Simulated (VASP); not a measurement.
Here is a VASP 6.6.1 calculation.

INCAR

```
ALGO     = Normal         # electronic algorithm
EDIFF    = 1E-6           # SCF threshold, eV
ENCUT    = 520            # plane-wave cutoff, eV
GGA      = PE             # functional
ISIF     = 2              # what is computed and relaxed
ISMEAR   = -1             # smearing method
ISPIN    = 2              # spin polarisation
LASPH    = True           # aspherical terms in the spheres
LCHARG   = False          # write CHGCAR
LMAXMIX  = 4              # l up to which the mixer works
LORBIT   = 11             # projections on sites
LREAL    = False          # projectors in reciprocal space
LWAVE    = False          # write WAVECAR
MAGMOM   = 4 2            # initial moments
NBANDS   = 22             # bands
NELM     = 150            # most SCF steps
NUPDOWN  = 6.0            # fixed moment
PREC     = Accurate       # precision mode
SIGMA    = 0.05           # smearing width, eV
```

Contents of KPOINTS:

```
k-points
0
Gamma
  8 8 8
```

POSCAR

```
TiCo
1.0
    2.9861109900      0.0000000000      0.0000000000
    0.0000000000      2.9861109900      0.0000000000
    0.0000000000      0.0000000000      2.9861109900
Co Ti
1 1
Direct
    0.5000000000      0.5000000000      0.5000000000
    0.0000000000      0.0000000000      0.0000000000
```

Potentials or basis: VASP PAW PBE potentials, release 64 (Co, Ti_sv).

Command:

```sh
$ cat potpaw_PBE.64/Co/POTCAR potpaw_PBE.64/Ti_sv/POTCAR > POTCAR
$ mpirun -np 1 vasp_std > vasp.out
```

Problem. Estimate the pressure.

Solution. 43.3 GPa.

Caveat: the total moment is fixed, so each spin has its own Fermi level.
